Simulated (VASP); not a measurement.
The system is Li2BrF.

```xyz
4
Lattice="1.7354 1.0019 5.4685 -1.7354 1.0019 5.4685 0.0000 -2.0038 5.4685" Properties=species:S:1:pos:R:3 pbc="T T T"
F     1.7354    1.0019    5.4685
Br    0.0000    0.0000    8.2027
Li    0.0000    0.0000    4.3806
Li    0.0000    0.0000   12.0248
```

Base run:

- Program: VASP 6.6.1
- Functional: r2SCAN
- Potentials or basis: VASP PAW PBE potentials, release 64 (F, Br, Li_sv)
- Cutoff: 520 eV
- k mesh: 6 × 6 × 6
- Occupations: gaussian, width 0.01 eV
- Spin: no spin polarisation

Its results: band gap on the k mesh 4.16 eV.

Question: The run is repeated on the same cell with these changes: functional from r2SCAN to LDA; potentials or basis from VASP PAW PBE potentials, release 64 (F, Br, Li_sv) to VASP PAW LDA potentials, release 64 (F, Br, Li_sv). What comes out?

Answer: Band gap on the k mesh 3.13 eV.

A k mesh can miss the band edges.
